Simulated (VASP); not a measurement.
# Si5NiO12 (P1) in VASP: single point with PBEsol+U

Aim: the single point of Si5NiO12 with PBEsol+U.

Everything below comes from runs of VASP 6.6.1. Logs are shortened: lines on timing, memory, paths and dates and some standing lists are left out, and cuts for length are marked.

## Step 1: The cell of the first run

The typed cell holds 18 atoms: a = 9.833 Å, b = 4.916 Å, c = 5.408 Å, α = 90.00°, β = 90.00°, γ = 120.00°.

## Step 2: Single point, PBEsol+U, collinear spin, zero start

INCAR reads:

```
SYSTEM = Si5NiO12
PREC     = Accurate       ! precision mode
ENCUT    = 520            ! plane-wave cutoff, eV
EDIFF    = 1E-7           ! SCF threshold, eV
ISMEAR   = 0              ! smearing method
SIGMA    = 0.05           ! smearing width, eV
LREAL    = Auto         
LASPH    = .True.         ! aspherical terms in the spheres
NELM     = 150            ! most SCF steps
ALGO     = Normal         ! electronic algorithm
ISIF     = 2              ! what is computed and relaxed
LWAVE    = .False.        ! write WAVECAR
LCHARG   = .True.         ! write CHGCAR
ISPIN    = 2              ! spin polarisation
MAGMOM   = 0 0 0 0 0 0 0 0 0 0 0 0 0 0 0 0 0 0 ! initial moments
LORBIT   = 11             ! projections on sites
NUPDOWN  = 0.0            ! fixed moment
LMAXMIX  = 4              ! l up to which the mixer works
LDAU     = .True.         ! DFT+U
LDAUTYPE = 2            
LDAUL    = 2 -1 -1        ! shell
LDAUU    = 5 0 0          ! U, eV
LDAUJ    = 0 0 0        
LDAUPRINT= 1            
GGA      = PS             ! functional
LVHAR    = .True.       
NBANDS   = 70             ! bands
KPAR     = 4
```

KPOINTS reads:

```
Automatic mesh
0
Gamma
  4 4 3
  0 0 0
```

POSCAR reads:

```
Si5NiO12
1.0
    9.8327200000      0.0000000000      0.0000000000
   -2.4581800000      4.2576927000      0.0000000000
    0.0000000000      0.0000000000      5.4084000000
Ni Si O
1 5 12
Direct
    0.2276730509      0.0167602132      0.6729315115
    0.7327447177      0.9822286950      0.6596868457
    0.9955031988      0.4569620289      0.3361602475
    0.5019566314      0.4560873913      0.3242791530
    0.2723466675      0.5663218984      0.0193944739
    0.7693824824      0.5215083281      0.9891612292
    0.2005962525      0.3375042496      0.7777810626
    0.7047173918      0.2536846634      0.7758837011
    0.3643616813      0.1172396500      0.4218935507
    0.8583674432      0.1173683190      0.4332581123
    0.4353541174      0.5941417731      0.1126439093
    0.9334413600      0.5751193706      0.1041009841
    0.1428784063      0.4226063247      0.2408122776
    0.6414641766      0.4105526909      0.2103090048
    0.0409574612      0.7049881868      0.5639303615
    0.5676724717      0.7039345913      0.5531612583
    0.3062425160      0.9129617074      0.9362867776
    0.7998856691      0.8507141800      0.8740508076
```

Potentials or basis: VASP PAW PBE potentials, release 64 (Ni, Si, O).

Command:

```sh
> cat potpaw_PBE.64/Ni/POTCAR potpaw_PBE.64/Si/POTCAR potpaw_PBE.64/O/POTCAR > POTCAR
> mpirun -np 4 vasp_std > vasp.out
```

OUTCAR:

```text
SYSTEM = Si5NiO12
   PREC = Accurate
   ENCUT = 520
   EDIFF = 1E-7
   ISMEAR = 0
   LREAL = Auto
   LASPH = .True.
   NELM = 150
   ISIF = 2
   ISPIN = 2
   LORBIT = 11
   NUPDOWN = 0.0
   GGA = PS

 ion  position               nearest neighbor table
   1  0.228  0.017  0.673-   9 1.80  15 1.80  17 1.81   7 1.82   5 3.10   4 3.11
   2  0.733  0.982  0.660-  16 1.62   8 1.62  18 1.62  10 1.63   3 3.03   6 3.04   4 3.04   6 3.06

   3  0.996  0.457  0.336-  10 1.62  13 1.62  12 1.62  15 1.63   2 3.03   5 3.03   6 3.04
   4  0.502  0.456  0.324-  14 1.62   9 1.62  11 1.63  16 1.63   2 3.04   5 3.06   6 3.08   1 3.11

   5  0.272  0.566  0.019-  11 1.62  17 1.63  13 1.63   7 1.64   3 3.03   4 3.06   1 3.10
   6  0.769  0.522  0.989-  18 1.62  14 1.62   8 1.62  12 1.62   2 3.04   3 3.04   2 3.06   4 3.08

   7  0.201  0.338  0.778-   5 1.64   1 1.82
   8  0.705  0.254  0.776-   2 1.62   6 1.62
   9  0.364  0.117  0.422-   4 1.62   1 1.80
  10  0.858  0.117  0.433-   3 1.62   2 1.63
  11  0.435  0.594  0.113-   5 1.62   4 1.63
  12  0.933  0.575  0.104-   6 1.62   3 1.62
  13  0.143  0.423  0.241-   3 1.62   5 1.63
  14  0.641  0.411  0.210-   4 1.62   6 1.62
  15  0.041  0.705  0.564-   3 1.63   1 1.80
  16  0.568  0.704  0.553-   2 1.62   4 1.63
  17  0.306  0.913  0.936-   5 1.63   1 1.81
  18  0.800  0.851  0.874-   6 1.62   2 1.62

  Warning from LATTYP: Monoclinic adjustment (A1->A3, A2->A1, A3->A2)!
  LATTYP: Found a simple orthorhombic cell.
 ALAT       =     4.9163600397
 B/A-ratio  =     1.1000821657
 C/A-ratio  =     1.7320507982

  Lattice vectors:

 A1 = (  -2.4581800000,   4.2576927000,   0.0000000000)
 A2 = (   0.0000000000,   0.0000000000,   5.4084000000)
 A3 = (   7.3745400000,   4.2576927000,   0.0000000000)

Analysis of symmetry for initial positions (statically):
=====================================================================
 Subroutine PRICEL returns:
 Original cell was already a primitive cell.

 Routine SETGRP: Setting up the symmetry group for a
 simple orthorhombic supercell.

 Subroutine GETGRP returns: Found  1 space group operations
 (whereof  1 operations were pure point group operations)
 out of a pool of  8 trial point group operations.

The static configuration has the point symmetry C_1 .

Analysis of symmetry for dynamics (positions and initial velocities):
=====================================================================
 Subroutine PRICEL returns:
 Original cell was already a primitive cell.

 Routine SETGRP: Setting up the symmetry group for a
 simple orthorhombic supercell.

 Subroutine GETGRP returns: Found  1 space group operations
 (whereof  1 operations were pure point group operations)
 out of a pool of  8 trial point group operations.

The dynamic configuration has the point symmetry C_1 .

Analysis of structural, dynamic, and magnetic symmetry:
=====================================================================
 Subroutine PRICEL returns:
 Original cell was already a primitive cell.

 Routine SETGRP: Setting up the symmetry group for a
 simple orthorhombic supercell.

 Subroutine GETGRP returns: Found  1 space group operations
 (whereof  1 operations were pure point group operations)
 out of a pool of  8 trial point group operations.

The overall configuration has the point symmetry C_1 .

 Subroutine INISYM returns: Found  1 space group operations
 (whereof  1 operations are pure point group operations),
 and found     1 'primitive' translations

----------------------------------------------------------------------------------------

                                     Primitive cell

  volume of cell :     226.4210

  direct lattice vectors                    reciprocal lattice vectors
     9.832720000  0.000000000  0.000000000     0.101701259  0.058717248  0.000000000
    -2.458180000  4.257692700  0.000000000     0.000000000  0.234868994  0.000000000
[... 144 lines left out ...]
   U (eV)           for each species LDAUU =   5.0  0.0  0.0
   J (eV)           for each species LDAUJ =   0.0  0.0  0.0
   GGA     = PS    functional components
   LHFCALC =     F    Hartree Fock is set to
   AEXX    =    0.0000 exact exchange contribution
   IVDW    =     0    specifies the selected vdW correction
   LEPSILON=     F    determine dielectric tensor
   LRPA    =     F    only Hartree local field effects (RPA)
 spin polarized calculation
 Gauss-broadening in eV      SIGMA  =   0.05
  energy-cutoff  :      520.00
  volume of cell :      226.42
 maximum number of plane-waves:      6144
 NGX is ok and might be reduce to    80
   NGX = 37   NGY = 19   NGZ = 21

 number of electron     101.9999986 magnetization       0.0000000

atom =   1  type =  1  l = 2

 onsite density matrix

spin component  1

  1.0113  0.0077 -0.0030  0.0802 -0.0068
  0.0077  0.7884  0.1348 -0.0043  0.1605
 -0.0030  0.1348  0.9079 -0.0140 -0.1072
  0.0802 -0.0043 -0.0140  0.5838  0.0118
 -0.0068  0.1605 -0.1072  0.0118  0.8676

spin component  2

  1.0113  0.0077 -0.0031  0.0802 -0.0069
  0.0077  0.7883  0.1349 -0.0044  0.1606
 -0.0031  0.1349  0.9078 -0.0135 -0.1073
  0.0802 -0.0044 -0.0135  0.5838  0.0120
 -0.0069  0.1606 -0.1073  0.0120  0.8676

 occupancies and eigenvectors

  o =  0.5651  v =  0.0000  0.0000  0.0000  0.0000  0.0000  0.1616 -0.3790  0.2165 -0.8273  0.3144      0.0000  0.0000  0.0000  0.0000  0.0000  0.0000  0.0000  0.0000  0.0000  0.0000
  o =  0.5655  v =  0.1637 -0.3622  0.2038 -0.8424  0.3013  0.0000  0.0000  0.0000  0.0000  0.0000      0.0000  0.0000  0.0000  0.0000  0.0000  0.0000  0.0000  0.0000  0.0000  0.0000
  o =  0.5766  v = -0.0728 -0.5974  0.4124  0.5067  0.4593  0.0000  0.0000  0.0000  0.0000  0.0000      0.0000  0.0000  0.0000  0.0000  0.0000  0.0000  0.0000  0.0000  0.0000  0.0000
  o =  0.5769  v =  0.0000  0.0000  0.0000  0.0000  0.0000 -0.0775 -0.5869  0.4060  0.5311  0.4503      0.0000  0.0000  0.0000  0.0000  0.0000  0.0000  0.0000  0.0000  0.0000  0.0000
  o =  0.9930  v =  0.0000  0.0000  0.0000  0.0000  0.0000 -0.0058  0.6978  0.2687  0.0018  0.6640      0.0000  0.0000  0.0000  0.0000  0.0000  0.0000  0.0000  0.0000  0.0000  0.0000
  o =  0.9930  v = -0.0055  0.6978  0.2688  0.0014  0.6639  0.0000  0.0000  0.0000  0.0000  0.0000      0.0000  0.0000  0.0000  0.0000  0.0000  0.0000  0.0000  0.0000  0.0000  0.0000
  o =  0.9978  v =  0.0000  0.0000  0.0000  0.0000  0.0000  0.0497  0.1578  0.8450 -0.0342 -0.5073      0.0000  0.0000  0.0000  0.0000  0.0000  0.0000  0.0000  0.0000  0.0000  0.0000
  o =  0.9978  v =  0.0502  0.1576  0.8451 -0.0350 -0.5072  0.0000  0.0000  0.0000  0.0000  0.0000      0.0000  0.0000  0.0000  0.0000  0.0000  0.0000  0.0000  0.0000  0.0000  0.0000
  o =  1.0261  v =  0.0000  0.0000  0.0000  0.0000  0.0000  0.9825  0.0122 -0.0448  0.1797  0.0133      0.0000  0.0000  0.0000  0.0000  0.0000  0.0000  0.0000  0.0000  0.0000  0.0000
  o =  1.0261  v =  0.9825  0.0119 -0.0450  0.1797  0.0135  0.0000  0.0000  0.0000  0.0000  0.0000      0.0000  0.0000  0.0000  0.0000  0.0000  0.0000  0.0000  0.0000  0.0000  0.0000

 number of electron     101.9999986 magnetization      -0.0000000

 Free energy of the ion-electron system (eV)
  ---------------------------------------------------
  ext. energy  EPLUGINS =         0.00000000
  ---------------------------------------------------
  free energy    TOTEN  =      -135.78106973 eV

  energy without entropy =     -135.78106946  energy(sigma->0) =     -135.78106960

 E-fermi :   1.7040     XC(G=0):  -9.5852

 val. band max:        1.5555521908   @ k =   0.0000   0.0000   0.0000
 cond. band min:       1.8620077103   @ k =  -0.2500   0.0000   0.3333
 fundamental gap:      0.3064555195
 Fermi energy:         1.7042460618

 spin component 1

 k-point     1 :       0.0000    0.0000    0.0000
  band No.  band energies     occupation
      1     -18.3739      1.00000
      2     -17.6366      1.00000
      3     -17.4472      1.00000
      4     -16.9433      1.00000
      5     -16.7560      1.00000
      6     -16.3582      1.00000
[... 3161 lines left out ...]
     62      11.0517      0.00000
     63      11.1819      0.00000

 [... further k-points ...]

 [bands above 63 left out]

------------------------ aborting loop because EDIFF is reached ----------------------------------------

  FORCE on cell =-STRESS in cart. coord.  units (eV):
  Direction    XX          YY          ZZ          XY          YZ          ZX
  --------------------------------------------------------------------------------------
  -------------------------------------------------------------------------------------
  Total       -3.2897580      2.2145454      0.6937109      0.2598961      1.8443589      0.1772945
  in kB      -23.2786476     15.6703383      4.9087661      1.8390504     13.0508628      1.2545532
  external PRESSURE =      -0.8998477 kB  Pullay stress =       0.0000000 kB

 VOLUME and BASIS-vectors are now :
 -----------------------------------------------------------------------------
  energy-cutoff  :      520.00
  volume of cell :      226.42
      direct lattice vectors                 reciprocal lattice vectors
     9.832720000  0.000000000  0.000000000     0.101701259  0.058717248  0.000000000
    -2.458180000  4.257692700  0.000000000     0.000000000  0.234868994  0.000000000
     0.000000000  0.000000000  5.408400000     0.000000000  0.000000000  0.184897567

 POSITION                                       TOTAL-FORCE (eV/Angst)
 -----------------------------------------------------------------------------------
      2.19745      0.07136      3.63948        -0.231427      0.130533      0.195912
      4.79038      4.18203      3.56785         0.004990     -0.004314     -0.055298
      8.66521      1.94560      1.81809         0.034140     -0.277352     -0.244297
      3.81445      1.94188      1.75383         0.012341      0.483195      0.308670
      1.28579      2.41122      0.10489         0.004223     -0.245954     -0.092595
      6.28316      2.22042      5.34978         0.203086      0.059023     -0.084811
[... 10 lines left out ...]
      0.76697      3.88711      5.06381        -1.091048      1.440299     -0.858103
      5.77384      3.62208      4.72722         0.000830     -0.009363      0.037909
 -----------------------------------------------------------------------------------
    total drift:                               -0.012924      0.001510      0.001947

  FREE ENERGIE OF THE ION-ELECTRON SYSTEM (eV)
  ---------------------------------------------------
  free  energy   TOTEN  =      -135.7810697297 eV

  energy  without entropy=     -135.7810694624  energy(sigma->0) =     -135.78106960

 total charge

# of ion       s       p       d       tot
------------------------------------------
    1        0.472   0.665   8.281   9.418
    2        0.650   1.003   0.000   1.654
    3        0.659   1.008   0.000   1.666
    4        0.654   1.003   0.000   1.657
    5        0.663   1.009   0.000   1.672
    6        0.649   1.002   0.000   1.651
[... 10 lines left out ...]
   17        1.565   3.462   0.000   5.027
   18        1.547   3.678   0.000   5.225
--------------------------------------------------
tot         22.403  48.889   8.281  79.573

 magnetization (x)

# of ion       s       p       d       tot
------------------------------------------
    1        0.000   0.000   0.000   0.000
    2        0.000   0.000   0.000   0.000
    3        0.000   0.000   0.000   0.000
    4        0.000   0.000   0.000   0.000
    5       -0.000  -0.000   0.000  -0.000
    6        0.000   0.000   0.000   0.000
[... 10 lines left out ...]
   17       -0.000   0.000   0.000   0.000
   18       -0.000  -0.000   0.000  -0.000
--------------------------------------------------
tot          0.000  -0.000   0.000   0.000
```

It took 23 min on 4 MPI ranks of AMD EPYC 7R43 (Zen 3), shared host; peak memory 0.78 GiB.

Results:

* Free energy: -135.7811 eV
* Pressure: -0.1 GPa
* Largest force: 2.000 eV/Å
* Net moment: 0.00 μB per cell
* Valence electrons inside the program's atomic spheres: Ni 9.42; Si 1.65, 1.67, 1.66 (each value once); O 5.02, 5.22, 5.04, 5.21, 5.20, 5.03 (each value once)

Forces in eV/Å, atoms in the order of the input:
```
Ni  -0.231  0.131  0.196
Si   0.005 -0.004 -0.055
Si   0.034 -0.277 -0.244
Si   0.012  0.483  0.309
Si   0.004 -0.246 -0.093
Si   0.203  0.059 -0.085
O    1.294 -0.776  0.037
O   -0.027  0.041 -0.009
O   -1.038 -1.391  0.822
O   -0.042 -0.065  0.003
O   -0.072  0.079 -0.110
O   -0.080 -0.019 -0.026
O    0.011  0.093  0.053
O   -0.185 -0.128  0.137
O    1.218  0.638 -0.069
O   -0.016 -0.047 -0.047
O   -1.091  1.440 -0.858
O    0.001 -0.009  0.038
```

Eigenvalues of the final occupation matrices:
```
    site  spin  trace               eigenvalues
site 1 d     1   4.16  0.57 0.58 0.99 1.00 1.03
site 1 d     2   4.16  0.57 0.58 0.99 1.00 1.03
```

Caveat: the k points lie up to 0.39 Å⁻¹ apart; the PAW data sets were made with another functional, which shifts forces and pressure a little; the total moment is fixed, so each spin has its own Fermi level.
